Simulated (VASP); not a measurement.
# Sc3Ge (Fm-3m) in VASP: notebook

Sc3Ge is run at these levels: PBE; tasks: relaxation of cell and atoms, single point.

Program: VASP 6.6.1. These are calculated values, not measurements. Logs are shortened: lines on timing, memory, paths and dates and some standing lists are left out, and cuts for length are marked.

**1. The cell of the first run**

The structure is cubic, space group Fm-3m (No. 225). The conventional cell has a = 7.356 Å, b = 7.356 Å, c = 7.356 Å, α = 90.00°, β = 90.00°, γ = 90.00°. Sc (site symmetry -43m) has 10 Sc at 3.19 to 3.68 Å and 4 Ge at 3.19 Å within 4.2 Å. Within 4.2 Å of Sc (site symmetry m-3m) lie 8 Sc at 3.19 Å and 6 Ge at 3.68 Å. Within 4.2 Å of Ge (site symmetry m-3m) lie 14 Sc at 3.19 to 3.68 Å.

The cell was generated, and may not be a known phase.

**2. Relaxation of cell and atoms, PBE**

Input file INCAR:

```
SYSTEM = Sc3Ge
PREC = Accurate ; ENCUT = 600
EDIFF = 1E-7 ; ISMEAR = 0
SIGMA = 0.1 ; LREAL = .False.
LASPH = .True. ; NELM = 60
ALGO = Normal ; ISIF = 3
LWAVE = .False. ; LCHARG = .False.
GGA = PE ; IBRION = 2
NSW = 90 ; EDIFFG = -0.04
```

Input file KPOINTS:

```
Automatic mesh
0
Gamma
  4 4 4
  0 0 0
```

Input file POSCAR:

```
Sc3Ge
1.0
    0.0000000000      3.6782244400      3.6782244400
    3.6782244400      0.0000000000      3.6782244400
    3.6782244400      3.6782244400      0.0000000000
Sc Ge
3 1
Direct
    0.2500000000      0.2500000000      0.2500000000
    0.7500000000      0.7500000000      0.7500000000
    0.5000000000      0.5000000000      0.5000000000
    0.0000000000      0.0000000000      0.0000000000
```

Potentials or basis: VASP PAW PBE potentials, release 64 (Sc_sv, Ge_d).

On the command line:

```
> cat potpaw_PBE.64/Sc_sv/POTCAR potpaw_PBE.64/Ge_d/POTCAR > POTCAR
> mpirun -np 1 vasp_std > vasp.out
```

OUTCAR:

```text
SYSTEM = Sc3Ge
   PREC = Accurate
   ENCUT = 600
   EDIFF = 1E-7
   ISMEAR = 0
   LREAL = .False.
   LASPH = .True.
   NELM = 60
   ISIF = 3
   GGA = PE
   IBRION = 2
   NSW = 90
   EDIFFG = -0.04

 ion  position               nearest neighbor table
   1  0.250  0.250  0.250-   3 3.19   3 3.19   3 3.19   3 3.19
   2  0.750  0.750  0.750-   3 3.19   3 3.19   3 3.19   3 3.19
   3  0.500  0.500  0.500-   1 3.19   1 3.19   1 3.19   1 3.19   2 3.19   2 3.19   2 3.19   2 3.19

   4  0.000  0.000  0.000-

  LATTYP: Found a face centered cubic cell.
 ALAT       =     7.3564488800

  Lattice vectors:

 A1 = (   0.0000000000,   3.6782244400,   3.6782244400)
 A2 = (   3.6782244400,   0.0000000000,   3.6782244400)
 A3 = (   3.6782244400,   3.6782244400,   0.0000000000)

Analysis of symmetry for initial positions (statically):
=====================================================================
 Subroutine PRICEL returns:
 Original cell was already a primitive cell.

 Routine SETGRP: Setting up the symmetry group for a
 face centered cubic supercell.

 Subroutine GETGRP returns: Found 48 space group operations
 (whereof 48 operations were pure point group operations)
 out of a pool of 48 trial point group operations.

The static configuration has the point symmetry O_h .

Analysis of symmetry for dynamics (positions and initial velocities):
=====================================================================
 Subroutine PRICEL returns:
 Original cell was already a primitive cell.

 Routine SETGRP: Setting up the symmetry group for a
 face centered cubic supercell.

 Subroutine GETGRP returns: Found 48 space group operations
 (whereof 48 operations were pure point group operations)
 out of a pool of 48 trial point group operations.

The dynamic configuration has the point symmetry O_h .

 Subroutine INISYM returns: Found 48 space group operations
 (whereof 48 operations are pure point group operations),
 and found     1 'primitive' translations

----------------------------------------------------------------------------------------

                                     Primitive cell

  volume of cell :      99.5279

  direct lattice vectors                    reciprocal lattice vectors
     0.000000000  3.678224440  3.678224440    -0.135935152  0.135935152  0.135935152
     3.678224440  0.000000000  3.678224440     0.135935152 -0.135935152  0.135935152
     3.678224440  3.678224440  0.000000000     0.135935152  0.135935152 -0.135935152

  length of vectors
     5.201794889  5.201794889  5.201794889     0.235446591  0.235446591  0.235446591

  position of ions in fractional coordinates (direct lattice)
     0.250000000  0.250000000  0.250000000
     0.750000000  0.750000000  0.750000000
     0.500000000  0.500000000  0.500000000
     0.000000000  0.000000000  0.000000000

  ion indices of the primitive-cell ions
   primitive index   ion index
                 1           1
                 2           2
                 3           3
                 4           4

----------------------------------------------------------------------------------------

 KPOINTS: Automatic mesh

Automatic generation of k-mesh.
 Grid dimensions read from file:
 generate k-points for:    4    4    4

 Generating k-lattice:

  Cartesian coordinates                     Fractional coordinates (reciprocal lattice)
    -0.033983788  0.033983788  0.033983788     0.250000000  0.000000000  0.000000000
     0.033983788 -0.033983788  0.033983788     0.000000000  0.250000000  0.000000000
     0.033983788  0.033983788 -0.033983788     0.000000000  0.000000000  0.250000000

  Length of vectors
     0.058861648  0.058861648  0.058861648

  Shift w.r.t. Gamma in fractional coordinates (k-lattice)
     0.000000000  0.000000000  0.000000000

 Subroutine IBZKPT returns following result:
 ===========================================

 Found      8 irreducible k-points:

 Following reciprocal coordinates:
            Coordinates               Weight
  0.000000  0.000000  0.000000      1.000000
  0.250000  0.000000  0.000000      8.000000
  0.500000  0.000000  0.000000      4.000000
  0.250000  0.250000  0.000000      6.000000
  0.500000  0.250000  0.000000     24.000000
 -0.250000  0.250000  0.000000     12.000000
  0.500000  0.500000  0.000000      3.000000
 -0.250000  0.500000  0.250000      6.000000
   k-points           NKPTS =      8   k-points in BZ     NKDIM =      8   number of bands    NBANDS=     28
   number of dos      NEDOS =    301   number of ions     NIONS =      4
   total plane-waves  NPLWV =  74088
   dimension x,y,z NGX =    42 NGY =   42 NGZ =   42
   dimension x,y,z NGXF=    84 NGYF=   84 NGZF=   84
   ions per type =               3   1
   NGX,Y,Z   is equivalent  to a cutoff of  13.42, 13.42, 13.42 a.u.
   NGXF,Y,Z  is equivalent  to a cutoff of  26.85, 26.85, 26.85 a.u.
 SYSTEM =  Sc3Ge
   PREC   = accura    normal or accurate (medium, high low for compatibility)
   ISTART =      0    job   : 0-new  1-cont  2-samecut
   ICHARG =      2    charge: 1-file 2-atom 10-const
   ISPIN  =      1    spin polarized calculation?
   LNONCOLLINEAR =      F non collinear calculations
   LSORBIT =      F    spin-orbit coupling
   LASPH  =      T    aspherical Exc in radial PAW
   ENCUT  =  600.0 eV  44.10 Ry    6.64 a.u.  10.39 10.39 10.39*2*pi/ulx,y,z
   NELM   =     60;   NELMIN=  2; NELMDL= -5     # of ELM steps
   EDIFF  = 0.1E-06   stopping-criterion for ELM
   LREAL  =      F    real-space projection
   EDIFFG = -.4E-01   stopping-criterion for IOM
   NSW    =     90    number of steps for IOM
   IBRION =      2    ionic relax: 0-MD 1-quasi-New 2-CG
   NFREE  =      1    steps in history (QN), initial steepest desc. (CG)
   ISIF   =      3    stress and relaxation
   ISYM   =      2    0-nonsym 1-usesym 2-fastsym
   POTIM  = 0.5000    time-step for ionic-motion
   TEBEG  =    0.0;   TEEND  =   0.0 temperature during run
   PSTRESS=    0.0 pullay stress
   NELECT =      47.0000    total number of electrons
   NUPDOWN=      -1.0000    fix difference up-down
   EMIN   =  10.00;   EMAX   =-10.00  energy-range for DOS
   EFERMI =   0.00;   METHOD = LEGACY
   ISMEAR =     0;   SIGMA  =   0.10  broadening in eV -4-tet -1-fermi 0-gaus
   EFERMI_NEDOS =   21; number of points for ismear=-14 and -15
   IALGO  =     38    algorithm
   IMIX   =      4    mixing-type and parameters
     AMIX     =   0.40;   BMIX     =  1.00
     AMIX_MAG =   1.60;   BMIX_MAG =  1.00
  volume/ion in A,a.u.               =      24.88       167.91
  Fermi-wavevector in a.u.,A,eV,Ry     =   1.274850  2.409118 22.112781  1.625244
  Thomas-Fermi vector in A             =   2.407595
   LORBIT       =      0    0 simple, 1 ext, 2 COOP (PROOUT), +10 PAW based schemes
   GGA     = PE    functional components
   LHFCALC =     F    Hartree Fock is set to
   AEXX    =    0.0000 exact exchange contribution
   IVDW    =     0    specifies the selected vdW correction
   LEPSILON=     F    determine dielectric tensor
   LRPA    =     F    only Hartree local field effects (RPA)
 conjugate gradient relaxation of ions
 non-spin polarized calculation
 Gauss-broadening in eV      SIGMA  =   0.10
  energy-cutoff  :      600.00
  volume of cell :       99.53
 maximum number of plane-waves:      3341
 NGX is ok and might be reduce to    42
   NGX = 21   NGY = 21   NGZ = 21

--------------------------------------- Ionic step        1  -------------------------------------------

 number of electron      46.9999993 magnetization

 Free energy of the ion-electron system (eV)
  ---------------------------------------------------
  ext. energy  EPLUGINS =         0.00000000
  ---------------------------------------------------
  free energy    TOTEN  =       -23.54056034 eV

  energy without entropy =      -23.48398617  energy(sigma->0) =      -23.51227325

 E-fermi :   4.0868     XC(G=0):  -9.8570

 val. band max:        4.0654177653   @ k =   0.5000   0.2500   0.0000
 cond. band min:       4.0930225035   @ k =   0.5000   0.0000   0.0000
 fundamental gap:      0.0276047382
 Fermi energy:         4.0868324964

 k-point     1 :       0.0000    0.0000    0.0000
  band No.  band energies     occupation
      1     -45.8075      2.00000
      2     -45.7767      2.00000
      3     -45.7137      2.00000
      4     -24.4784      2.00000
      5     -24.4784      2.00000
      6     -24.4784      2.00000
[... 20 lines left out ...]
     27       4.2186      0.06235
     28       6.3545      0.00000

 k-point     2 :       0.2500    0.0000    0.0000
  band No.  band energies     occupation
      1     -45.8001      2.00000
      2     -45.7786      2.00000
      3     -45.7193      2.00000
      4     -24.4988      2.00000
      5     -24.4988      2.00000
      6     -24.4978      2.00000
[... 249 lines left out ...]
  FORCE on cell =-STRESS in cart. coord.  units (eV):
  Direction    XX          YY          ZZ          XY          YZ          ZX
  --------------------------------------------------------------------------------------
  -------------------------------------------------------------------------------------
  Total        0.2164773      0.2164773      0.2164773     -0.0000000     -0.0000000     -0.0000000
  in kB        4.2389060      4.2389060      4.2389060     -0.0000000     -0.0000000     -0.0000000
  external PRESSURE =       4.2389060 kB  Pullay stress =       0.0000000 kB

 VOLUME and BASIS-vectors are now :
 -----------------------------------------------------------------------------
  energy-cutoff  :      600.00
  volume of cell :       81.82
      direct lattice vectors                 reciprocal lattice vectors
    -0.000000000  3.445718044  3.445718044    -0.145107636  0.145107636  0.145107636
     3.445718044 -0.000000000  3.445718044     0.145107636 -0.145107636  0.145107636
     3.445718044  3.445718044 -0.000000000     0.145107636  0.145107636 -0.145107636

 POSITION                                       TOTAL-FORCE (eV/Angst)
 -----------------------------------------------------------------------------------
      1.72286      1.72286      1.72286        -0.000000     -0.000000     -0.000000
      5.16858      5.16858      5.16858         0.000000      0.000000      0.000000
      3.44572      3.44572      3.44572         0.000000     -0.000000     -0.000000
      0.00000      0.00000      0.00000         0.000000     -0.000000     -0.000000
 -----------------------------------------------------------------------------------
    total drift:                               -0.000000     -0.000000      0.000000

  FREE ENERGIE OF THE ION-ELECTRON SYSTEM (eV)
  ---------------------------------------------------
  free  energy   TOTEN  =       -24.0863750304 eV

  energy  without entropy=      -24.0475375723  energy(sigma->0) =      -24.06695630

--------------------------------------- Ionic step        3  -------------------------------------------

 number of electron      46.9999996 magnetization

 Free energy of the ion-electron system (eV)
  ---------------------------------------------------
  ext. energy  EPLUGINS =         0.00000000
  ---------------------------------------------------
  free energy    TOTEN  =       -24.08704851 eV

  energy without entropy =      -24.04804674  energy(sigma->0) =      -24.06754763

 E-fermi :   5.3412     XC(G=0): -10.6702

 val. band max:        5.3204880217   @ k =  -0.2500   0.2500   0.0000
 cond. band min:       5.4052577701   @ k =   0.5000   0.0000   0.0000
 fundamental gap:      0.0847697484
 Fermi energy:         5.3412392926

 k-point     1 :       0.0000    0.0000    0.0000
  band No.  band energies     occupation
      1     -44.0845      2.00000
      2     -43.9318      2.00000
      3     -43.9096      2.00000
      4     -22.8389      2.00000
      5     -22.8389      2.00000
      6     -22.8389      2.00000
[... 20 lines left out ...]
     27       5.5885      0.00047
     28       8.1718      0.00000

 k-point     2 :       0.2500    0.0000    0.0000
  band No.  band energies     occupation
      1     -44.0682      2.00000
      2     -43.9366      2.00000
      3     -43.9213      2.00000
      4     -22.8708      2.00000
      5     -22.8707      2.00000
      6     -22.8659      2.00000
[... 211 lines left out ...]
  FORCE on cell =-STRESS in cart. coord.  units (eV):
  Direction    XX          YY          ZZ          XY          YZ          ZX
  --------------------------------------------------------------------------------------
  -------------------------------------------------------------------------------------
  Total        0.0133018      0.0133018      0.0133018      0.0000000      0.0000000     -0.0000000
  in kB        0.2589684      0.2589684      0.2589684      0.0000000      0.0000000     -0.0000000
  external PRESSURE =       0.2589684 kB  Pullay stress =       0.0000000 kB

 VOLUME and BASIS-vectors are now :
 -----------------------------------------------------------------------------
  energy-cutoff  :      600.00
  volume of cell :       82.30
      direct lattice vectors                 reciprocal lattice vectors
    -0.000000000  3.452349035  3.452349035    -0.144828925  0.144828925  0.144828925
     3.452349035 -0.000000000  3.452349035     0.144828925 -0.144828925  0.144828925
     3.452349035  3.452349035 -0.000000000     0.144828925  0.144828925 -0.144828925

 POSITION                                       TOTAL-FORCE (eV/Angst)
 -----------------------------------------------------------------------------------
      1.72617      1.72617      1.72617        -0.000000      0.000000      0.000000
      5.17852      5.17852      5.17852        -0.000000      0.000000     -0.000000
      3.45235      3.45235      3.45235         0.000000     -0.000000     -0.000000
      0.00000      0.00000      0.00000         0.000000     -0.000000     -0.000000
 -----------------------------------------------------------------------------------
    total drift:                               -0.000000     -0.000000      0.000000

  FREE ENERGIE OF THE ION-ELECTRON SYSTEM (eV)
  ---------------------------------------------------
  free  energy   TOTEN  =       -24.0870485128 eV

  energy  without entropy=      -24.0480467426  energy(sigma->0) =      -24.06754763

 reached required accuracy - stopping structural energy minimisation
```

It took 75 s on 1 thread of Intel Xeon Platinum 8488C (Sapphire Rapids), shared host; peak memory 0.28 GiB.

What came out:

| Property | Result |
| --- | --- |
| Free energy | -24.0870 eV |
| Relaxed volume | 20.57 Å³/atom |
| Relaxed cell | a = 4.882 Å, b = 4.882 Å, c = 4.882 Å, α = 60.00°, β = 60.00°, γ = 60.00° |
| Space group after relaxing (to 0.1 Å) | Fm-3m (No. 225) |
| Energy gained by relaxing | 136.6 meV/atom |
| Ionic steps | 3 |
| Pressure after relaxing | 0.0 GPa |
| Band gap on the k mesh | zero (an odd number of electrons rules out a gap without spin polarisation) |

Step by step:
```csv
step,energy change (eV),largest force (eV/Å),pressure (GPa),volume (Å³)
1,0.0000,0.0000,-8.44,99.53
2,-0.5458,0.0000,0.42,81.82
3,-0.5465,0.0000,0.03,82.30
```

Final structure:
```yaml
crystal:
  lattice:
    - [0.00000, 3.45235, 3.45235]
    - [3.45235, 0.00000, 3.45235]
    - [3.45235, 3.45235, 0.00000]
  atoms:
    - { symbol: Sc, position: [0.25000, 0.25000, 0.25000] }
    - { symbol: Sc, position: [0.75000, 0.75000, 0.75000] }
    - { symbol: Sc, position: [0.50000, 0.50000, 0.50000] }
    - { symbol: Ge, position: [0.00000, 0.00000, 0.00000] }
```

Caveat: the k points lie up to 0.39 Å⁻¹ apart in the final cell, too coarse for converged energies and pressures of a metal; the volume moved by over 15 % at a fixed basis, so the end points are rough.

[end of part 1 of 2]

The gap in the log of VASP goes by the Fermi energy; the results here count the filled bands.